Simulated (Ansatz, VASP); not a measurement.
Two plane-wave programs on Be2Tl

```
Be Tl
1.0
     4.99629    0.00000    0.00000
     0.00000    4.99629    0.00000
     0.00000    0.00000    4.39056
Be Tl
4 2
Direct
  0.65510 0.34490 0.29917
  0.34490 0.65510 0.29917
  0.15510 0.15510 0.79917
  0.84490 0.84490 0.79917
  0.00000 0.00000 0.29916
  0.50000 0.50000 0.79916
```

Alike in both runs: functional PBE; k mesh 4 × 4 × 6; occupations gaussian, width 0.1 eV; no spin polarisation.

Ansatz relaxed the structure, and its values are those at the end. VASP's run is a single point on that final structure, the one shown.

|  | VASP | Ansatz |
| --- | --- | --- |
| version | VASP 6.6.1 | Ansatz 0.2.0 |
| potentials or method | VASP PAW PBE potentials, release 64 (Be, Tl_d), cutoff 520 eV | scalar-relativistic, plane waves, PAW |
| valence electrons in the cell | 34 | 34 |

```csv
,VASP,Ansatz,Ansatz less VASP
gap on the k mesh at the Fermi level (eV),none,none,-
pressure (GPa),0.0,0.1,+0.04
```

A gap of «none» marks a metal or a gap that the smearing closes. With one functional, cell and mesh, what is left measures potentials, basis and numerics.

Neither program's run includes spin-orbit coupling.
